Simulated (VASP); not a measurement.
# PbF2 (R3m) in VASP: further runs, part 2 of 2

VASP 6.6.1. The steps go on from the part before.

**4. Electric field gradients, PBE (shortest bond scaled by 0.7)**

Contents of INCAR:

```
PREC = Accurate
ENCUT = 520
EDIFF = 1E-8
ISMEAR = -1
SIGMA = 0.03
LREAL = False
LASPH = True
NELM = 60
ALGO = Normal
ISIF = 2
LWAVE = False
LCHARG = False
GGA = PE
LEFG = True
NBANDS = 21
```

Contents of KPOINTS:

```
regular mesh
0
Gamma
  7 7 7
```

Contents of POSCAR:

```
PbF2
1.0
    0.0000000000      2.9579484323      2.9579484323
    2.9579484323      0.0000000000      2.9579484323
    2.9579484323      2.9579484323      0.0000000000
Pb F
1 2
Direct
   -0.0375000000     -0.0375000000     -0.0375000000
    0.7875000000      0.7875000000      0.7875000000
    0.2500000000      0.2500000000      0.2500000000
```

Potentials or basis: VASP PAW PBE potentials, release 64 (Pb_d, F).

Command:

```
> cat potpaw_PBE.64/Pb_d/POTCAR potpaw_PBE.64/F/POTCAR > POTCAR
> mpirun -np 1 vasp_std > vasp.out
```

OUTCAR:

```text
PREC = Accurate
   ENCUT = 520
   EDIFF = 1E-8
   ISMEAR = -1
   LREAL = False
   LASPH = True
   NELM = 60
   ISIF = 2
   GGA = PE

 ion  position               nearest neighbor table
   1  0.962  0.962  0.962-   2 1.79   3 2.46   3 2.46   3 2.46   2 2.91   2 2.91   2 2.91   3 2.95

   2  0.788  0.788  0.788-   1 1.79   1 2.91   1 2.91   1 2.91
   3  0.250  0.250  0.250-   1 2.46   1 2.46   1 2.46   1 2.95

  LATTYP: Found a face centered cubic cell.
 ALAT       =     5.9158968646

  Lattice vectors:

 A1 = (   0.0000000000,   2.9579484323,   2.9579484323)
 A2 = (   2.9579484323,   0.0000000000,   2.9579484323)
 A3 = (   2.9579484323,   2.9579484323,   0.0000000000)

Analysis of symmetry for initial positions (statically):
=====================================================================
 Subroutine PRICEL returns:
 Original cell was already a primitive cell.

 Routine SETGRP: Setting up the symmetry group for a
 face centered cubic supercell.

 Subroutine GETGRP returns: Found  6 space group operations
 (whereof  6 operations were pure point group operations)
 out of a pool of 48 trial point group operations.

The static configuration has the point symmetry C_3v.

Analysis of symmetry for dynamics (positions and initial velocities):
=====================================================================
 Subroutine PRICEL returns:
 Original cell was already a primitive cell.

 Routine SETGRP: Setting up the symmetry group for a
 face centered cubic supercell.

 Subroutine GETGRP returns: Found  6 space group operations
 (whereof  6 operations were pure point group operations)
 out of a pool of 48 trial point group operations.

The dynamic configuration has the point symmetry C_3v.

 Subroutine INISYM returns: Found  6 space group operations
 (whereof  6 operations are pure point group operations),
 and found     1 'primitive' translations

----------------------------------------------------------------------------------------

                                     Primitive cell

  volume of cell :      51.7609

  direct lattice vectors                    reciprocal lattice vectors
     0.000000000  2.957948432  2.957948432    -0.169036077  0.169036077  0.169036077
     2.957948432  0.000000000  2.957948432     0.169036077 -0.169036077  0.169036077
     2.957948432  2.957948432  0.000000000     0.169036077  0.169036077 -0.169036077

  length of vectors
     4.183170790  4.183170790  4.183170790     0.292779074  0.292779074  0.292779074

  position of ions in fractional coordinates (direct lattice)
     0.962500000  0.962500000  0.962500000
     0.787500000  0.787500000  0.787500000
     0.250000000  0.250000000  0.250000000

  ion indices of the primitive-cell ions
   primitive index   ion index
                 1           1
                 2           2
                 3           3

----------------------------------------------------------------------------------------

 KPOINTS: regular mesh
[... 77 lines left out ...]
   TEBEG  =    0.0;   TEEND  =   0.0 temperature during run
   PSTRESS=    0.0 pullay stress
   NELECT =      28.0000    total number of electrons
   NUPDOWN=      -1.0000    fix difference up-down
   EMIN   =  10.00;   EMAX   =-10.00  energy-range for DOS
   EFERMI =   0.00;   METHOD = LEGACY
   ISMEAR =    -1;   SIGMA  =   0.03  broadening in eV -4-tet -1-fermi 0-gaus
   EFERMI_NEDOS =   21; number of points for ismear=-14 and -15
   IALGO  =     38    algorithm
   IMIX   =      4    mixing-type and parameters
     AMIX     =   0.40;   BMIX     =  1.00
     AMIX_MAG =   1.60;   BMIX_MAG =  1.00
  volume/ion in A,a.u.               =      17.25       116.43
  Fermi-wavevector in a.u.,A,eV,Ry     =   1.333911  2.520727 24.209105  1.779319
  Thomas-Fermi vector in A             =   2.462733
   LORBIT       =      0    0 simple, 1 ext, 2 COOP (PROOUT), +10 PAW based schemes
   GGA     = PE    functional components
   LHFCALC =     F    Hartree Fock is set to
   AEXX    =    0.0000 exact exchange contribution
   IVDW    =     0    specifies the selected vdW correction
   LEPSILON=     F    determine dielectric tensor
   LRPA    =     F    only Hartree local field effects (RPA)
 non-spin polarized calculation
  energy-cutoff  :      520.00
  volume of cell :       51.76
 maximum number of plane-waves:      1411
   NGX = 15   NGY = 15   NGZ = 15

 number of electron      28.0000001 magnetization

 Free energy of the ion-electron system (eV)
  ---------------------------------------------------
  ext. energy  EPLUGINS =         0.00000000
  ---------------------------------------------------
  free energy    TOTEN  =       -12.32974601 eV

  energy without entropy =      -12.32974601  energy(sigma->0) =      -12.32974601

 E-fermi :   3.3602     XC(G=0):  -9.3430

 val. band max:        2.6215909377   @ k =  -0.4286   0.4286  -0.4286
 cond. band min:       6.6579390783   @ k =   0.4286   0.4286   0.0000
 fundamental gap:      4.0363481407
 Fermi energy:         3.3602234656

 k-point     1 :       0.0000    0.0000    0.0000
  band No.  band energies     occupation
      1     -21.1929      2.00000
      2     -18.9231      2.00000
      3     -12.2888      2.00000
      4     -12.2888      2.00000
      5     -12.1961      2.00000
      6     -12.1961      2.00000
[... 565 lines left out ...]
     20      17.6189      0.00000
     21      19.1452      0.00000

 [... further k-points ...]

------------------------ aborting loop because EDIFF is reached ----------------------------------------

  FORCE on cell =-STRESS in cart. coord.  units (eV):
  Direction    XX          YY          ZZ          XY          YZ          ZX
  --------------------------------------------------------------------------------------
  -------------------------------------------------------------------------------------
  Total        8.3457903      8.3457903      8.3457903      6.5555087      6.5555087      6.5555087
  in kB      258.3308409    258.3308409    258.3308409    202.9154848    202.9154848    202.9154848
  external PRESSURE =     258.3308409 kB  Pullay stress =       0.0000000 kB

 VOLUME and BASIS-vectors are now :
 -----------------------------------------------------------------------------
  energy-cutoff  :      520.00
  volume of cell :       51.76
      direct lattice vectors                 reciprocal lattice vectors
     0.000000000  2.957948432  2.957948432    -0.169036077  0.169036077  0.169036077
     2.957948432  0.000000000  2.957948432     0.169036077 -0.169036077  0.169036077
     2.957948432  2.957948432  0.000000000     0.169036077  0.169036077 -0.169036077

 POSITION                                       TOTAL-FORCE (eV/Angst)
 -----------------------------------------------------------------------------------
      5.69405      5.69405      5.69405         6.059231      6.059231      6.059231
      4.65877      4.65877      4.65877        -6.280635     -6.280635     -6.280635
      1.47897      1.47897      1.47897         0.221404      0.221404      0.221404
 -----------------------------------------------------------------------------------
    total drift:                               -0.000178     -0.000178     -0.000178

  FREE ENERGIE OF THE ION-ELECTRON SYSTEM (eV)
  ---------------------------------------------------
  free  energy   TOTEN  =       -12.3297460089 eV

  energy  without entropy=      -12.3297460089  energy(sigma->0) =      -12.32974601

 Electric field gradients (V/A^2)
---------------------------------------------------------------------
 ion       V_xx      V_yy      V_zz      V_xy      V_xz      V_yz
---------------------------------------------------------------------
   1       0.000    -0.000    -0.000  -528.569  -528.569  -528.569
   2      -0.000     0.000     0.000    25.459    25.459    25.459
   3      -0.000     0.000     0.000   -26.169   -26.169   -26.169
---------------------------------------------------------------------

 Electric field gradients after diagonalization (V/A^2)
 (convention: |V_zz| > |V_xx| > |V_yy|)
----------------------------------------------------------------------
 ion       V_xx      V_yy      V_zz     asymmetry (V_yy - V_xx)/ V_zz
----------------------------------------------------------------------
   1     528.569   528.569 -1057.138       0.000
   2     -25.459   -25.459    50.919       0.000
   3      26.169    26.169   -52.338       0.000
----------------------------------------------------------------------

           NMR quadrupolar parameters

 Cq : quadrupolar parameter    Cq=e*Q*V_zz/h
 eta: asymmetry parameters     (V_yy - V_xx)/ V_zz
 Q  : nuclear electric quadrupole moment in mb (millibarn)
----------------------------------------------------------------------
 ion       Cq(MHz)       eta       Q (mb)
----------------------------------------------------------------------
   1      -2.556       0.000       1.000
   2       0.123       0.000       1.000
   3      -0.127       0.000       1.000
----------------------------------------------------------------------
```

OSZICAR:

```text
N       E                     dE             d eps       ncg     rms          rms(c)
DAV:   1     0.304146448066E+03    0.30415E+03   -0.14158E+04  1848   0.154E+03
DAV:   2     0.135183137725E+02   -0.29063E+03   -0.27458E+03  1917   0.427E+02
DAV:   3    -0.135043736070E+02   -0.27023E+02   -0.26730E+02  2234   0.140E+02
DAV:   4    -0.142364025761E+02   -0.73203E+00   -0.73153E+00  2108   0.243E+01
DAV:   5    -0.142593809532E+02   -0.22978E-01   -0.22977E-01  2351   0.455E+00    0.822E+00
DAV:   6    -0.123466321736E+02    0.19127E+01   -0.79918E+00  2867   0.298E+01    0.248E+00
DAV:   7    -0.123392266446E+02    0.74055E-02   -0.46705E-01  1978   0.515E+00    0.151E+00
DAV:   8    -0.123271742727E+02    0.12052E-01   -0.66451E-02  2473   0.334E+00    0.310E-01
DAV:   9    -0.123284233367E+02   -0.12491E-02   -0.72096E-03  2383   0.994E-01    0.137E-01
DAV:  10    -0.123295544720E+02   -0.11311E-02   -0.40713E-03  1904   0.648E-01    0.918E-02
DAV:  11    -0.123297457387E+02   -0.19127E-03   -0.13367E-03  2421   0.421E-01    0.370E-02
DAV:  12    -0.123297396988E+02    0.60399E-05   -0.12390E-04  2169   0.110E-01    0.232E-02
DAV:  13    -0.123297449817E+02   -0.52829E-05   -0.66497E-05  1988   0.722E-02    0.475E-03
DAV:  14    -0.123297459477E+02   -0.96602E-06   -0.36955E-06  2163   0.171E-02    0.331E-03
DAV:  15    -0.123297459995E+02   -0.51829E-07   -0.50463E-07  2115   0.656E-03    0.146E-03
DAV:  16    -0.123297460054E+02   -0.59113E-08   -0.28589E-07  2196   0.491E-03    0.575E-04
DAV:  17    -0.123297460089E+02   -0.34534E-08   -0.31004E-08  1787   0.179E-03
   1 F= -.12329746E+02 E0= -.12329746E+02  d E =-.877756E-12
```

stdout:

```text
POSCAR found type information on POSCAR PbF
 POSCAR found :  2 types and       3 ions
 scaLAPACK will be used
 LDA part: xc-table for (Slater+PW92), standard interpolation
 POSCAR, INCAR and KPOINTS ok, starting setup
 FFT: planning ... GRIDC
 FFT: planning ... GRID_SOFT
 FFT: planning ... GRID
 WAVECAR not read
 entering main loop
ion   1

ion   2

ion   3
```

It took 68 s on 1 thread of Intel Xeon 8259CL, shared host; peak memory 0.2 GiB.

What came out:

```yaml
Free_energy: -12.3297 eV
Pressure: 25.8 GPa
Largest_force: 10.878 eV/Å
Band_gap_on_the_k_mesh: 4.04 eV (least direct gap 4.41 eV)
Largest_electric_field_gradient_by_atom: Pb -1057.1; F +50.9, -52.3 V/Å²
```

Forces in eV/Å, atoms in the order of the input:
```
Pb   6.059  6.059  6.059
F   -6.281 -6.281 -6.281
F    0.221  0.221  0.221
```

Stress tensor (GPa, compression positive):
```
25.83 20.29 20.29
20.29 25.83 20.29
20.29 20.29 25.83
```

Levels at points of the mesh, in eV from the valence-band top:
| k point | band 11 | band 12 | band 13 | band 14 | band 15 | band 16 | band 17 | band 18 |
| --- | --- | --- | --- | --- | --- | --- | --- | --- |
| (0.00, 0.00, 0.00) | -3.33 | -2.90 | -2.90 | -2.58 | 6.23 | 6.23 | 8.78 | 9.92 |

Electric field gradients, principal values (V/Å²):
```csv
atom,least,middle,greatest (by size)
1 Pb,528.569,528.569,-1057.138
2 F,-25.459,-25.459,50.919
3 F,26.169,26.169,-52.338
```

Caveat: the cell differs from its parent crystal (shortest bond scaled by 0.7); the cell stands under pressure; without QUAD_EFG the Cq values of the log hold for a quadrupole moment of 1 mb, not for the nuclei; spin-orbit coupling is left out, which moves the levels of the heavy elements; an odd mesh through Γ misses points on the zone boundary, where band edges can lie; forces of over 1 eV/Å act on the atoms, so gaps and moduli don't describe the material at rest.

**5. Electric field gradients, PBE (shortest bond scaled by 0.64)**

Contents of INCAR:

```
SYSTEM = PbF2
PREC = Accurate ; ENCUT = 520
EDIFF = 1E-8 ; ISMEAR = -1
SIGMA = 0.03 ; LREAL = .False.
LASPH = .True. ; NELM = 80
ALGO = Normal ; ISIF = 2
LWAVE = .False. ; LCHARG = .False.
GGA = PE ; LEFG = .True.
NBANDS = 21
```

Contents of KPOINTS:

```
regular mesh
0
Gamma
  7 7 7
  0 0 0
```

Contents of POSCAR:

```
PbF2
1.0
    0.0000000000      2.9579484323      2.9579484323
    2.9579484323      0.0000000000      2.9579484323
    2.9579484323      2.9579484323      0.0000000000
Pb F
1 2
Direct
   -0.0450000000     -0.0450000000     -0.0450000000
    0.7950000000      0.7950000000      0.7950000000
    0.2500000000      0.2500000000      0.2500000000
```

Potentials or basis: VASP PAW PBE potentials, release 64 (Pb_d, F).

Command:

```
> cat potpaw_PBE.64/Pb_d/POTCAR potpaw_PBE.64/F/POTCAR > POTCAR
> mpirun -np 1 vasp_std > vasp.out
```

OUTCAR:

```text
SYSTEM = PbF2
   PREC = Accurate
   ENCUT = 520
   EDIFF = 1E-8
   ISMEAR = -1
   LREAL = .False.
   LASPH = .True.
   NELM = 80
   ISIF = 2
   GGA = PE

 ion  position               nearest neighbor table
   1  0.955  0.955  0.955-   2 1.64   3 2.45   3 2.45   3 2.45   2 3.00   2 3.00   2 3.00   3 3.02

   2  0.795  0.795  0.795-   1 1.64   1 3.00   1 3.00   1 3.00
   3  0.250  0.250  0.250-   1 2.45   1 2.45   1 2.45   1 3.02

  LATTYP: Found a face centered cubic cell.
 ALAT       =     5.9158968646

  Lattice vectors:

 A1 = (   0.0000000000,   2.9579484323,   2.9579484323)
[... 795 lines left out ...]

 Electric field gradients (V/A^2)
---------------------------------------------------------------------
 ion       V_xx      V_yy      V_zz      V_xy      V_xz      V_yz
---------------------------------------------------------------------
   1      -0.000    -0.000    -0.000  -869.666  -869.666  -869.666
   2       0.000     0.000    -0.000    22.864    22.864    22.864
   3       0.000    -0.000     0.000   -29.456   -29.456   -29.456
---------------------------------------------------------------------

 Electric field gradients after diagonalization (V/A^2)
 (convention: |V_zz| > |V_xx| > |V_yy|)
----------------------------------------------------------------------
 ion       V_xx      V_yy      V_zz     asymmetry (V_yy - V_xx)/ V_zz
----------------------------------------------------------------------
   1     869.666   869.666 -1739.332       0.000
   2     -22.864   -22.864    45.727       0.000
   3      29.456    29.456   -58.912       0.000
----------------------------------------------------------------------

           NMR quadrupolar parameters

 Cq : quadrupolar parameter    Cq=e*Q*V_zz/h
 eta: asymmetry parameters     (V_yy - V_xx)/ V_zz
 Q  : nuclear electric quadrupole moment in mb (millibarn)
----------------------------------------------------------------------
 ion       Cq(MHz)       eta       Q (mb)
----------------------------------------------------------------------
   1      -4.206       0.000       1.000
   2       0.111       0.000       1.000
   3      -0.142       0.000       1.000
----------------------------------------------------------------------
```

Wall time 74 s (1 thread of Intel Xeon 8259CL, shared host); peak memory 0.2 GiB.

What came out:

- Free energy: -9.9186 eV
- Pressure: 44.0 GPa
- Largest force: 21.933 eV/Å
- Band gap on the k mesh: 3.83 eV (least direct gap 4.17 eV)
- Largest electric field gradient by atom: Pb -1739.3; F +45.7, -58.9 V/Å²

Forces on the atoms (eV/Å):
```
Pb   12.450  12.450  12.450
F   -12.663 -12.663 -12.663
F     0.213   0.213   0.213
```

Electric field gradients, principal values (V/Å²):
| atom | least | middle | greatest (by size) |
| --- | --- | --- | --- |
| 1 Pb | 869.666 | 869.666 | -1739.332 |
| 2 F | -22.864 | -22.864 | 45.727 |
| 3 F | 29.456 | 29.456 | -58.912 |

Caveat: the cell differs from its parent crystal (shortest bond scaled by 0.64); the cell stands under pressure; without QUAD_EFG the Cq values of the log hold for a quadrupole moment of 1 mb, not for the nuclei; spin-orbit coupling is left out, which moves the levels of the heavy elements; an odd mesh through Γ misses points on the zone boundary, where band edges can lie; forces of over 1 eV/Å act on the atoms, so gaps and moduli don't describe the material at rest.

**6. Overview**

| cell | gap on the mesh (eV) | pressure (GPa) | largest force (eV/Å) |
| --- | --- | --- | --- |
| as given, shortest bond scaled by 1.1 | 4.44 | 3.8 | 0.34 |
| as given, shortest bond scaled by 0.88 | 4.32 | 5.0 | 1.00 |
| as given, shortest bond scaled by 0.7 | 4.04 | 25.8 | 10.88 |
| as given, shortest bond scaled by 0.64 | 3.83 | 44.0 | 21.93 |

Some of these runs hold the atoms at other places in the same cell, which the table doesn't show; runs alike in all that it shows share one row.

Alike in all rows: task electric field gradients; level PBE; potentials or basis VASP PAW PBE potentials, release 64 (Pb_d, F); no spin polarisation; k mesh 7 × 7 × 7; cutoff (eV) 520; smearing fermi-dirac 0.03 eV.

Caveats: the cell stands under pressure; spin-orbit coupling is left out, which moves the levels of the heavy elements; an odd mesh through Γ misses points on the zone boundary, where band edges can lie; forces of over 1 eV/Å act on the atoms, so gaps and moduli don't describe the material at rest (at least some runs).

Total energies depend on the potentials used, so only differences within one code and one set of settings carry meaning.
